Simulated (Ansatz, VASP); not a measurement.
**Al2BN3: VASP beside Ansatz**

```
Al B N
1.0
     3.11712    0.00000    0.00000
    -1.55856    2.69950    0.00000
     0.00000    0.00000   12.88114
Al B N
4 2 6
Direct
  0.33333 0.66667 0.09119
  0.33333 0.66667 0.40881
  0.66667 0.33333 0.59119
  0.66667 0.33333 0.90881
  0.33333 0.66667 0.75000
  0.66667 0.33333 0.25000
  0.33333 0.66667 0.25000
  0.33333 0.66667 0.58909
  0.33333 0.66667 0.91091
  0.66667 0.33333 0.08909
  0.66667 0.33333 0.41091
  0.66667 0.33333 0.75000
```

Alike in both runs: functional PBE; k mesh 6 × 6 × 2; occupations gaussian, width 0.1 eV; no spin polarisation.

Ansatz relaxed the structure, and its values are those at the end. VASP's run is a single point on that final structure, the one shown.

|  | VASP | Ansatz |
| --- | --- | --- |
| version | VASP 6.6.1 | Ansatz 0.2.0 |
| potentials or method | VASP PAW PBE potentials, release 64 (Al, B, N), cutoff 520 eV | scalar-relativistic, plane waves, PAW |
| valence electrons in the cell | 48 | 48 |

|  | VASP | Ansatz | Ansatz less VASP |
| --- | --- | --- | --- |
| gap on the k mesh at the Fermi level (eV) | 1.82 | 1.82 | -0.003 |
| least direct gap on the mesh (eV) | 1.82 | 1.82 | -0.003 |
| pressure (GPa) | -0.2 | 0.0 | +0.18 |

The functional is the same, so the differences come from potentials, cutoffs and numerics.
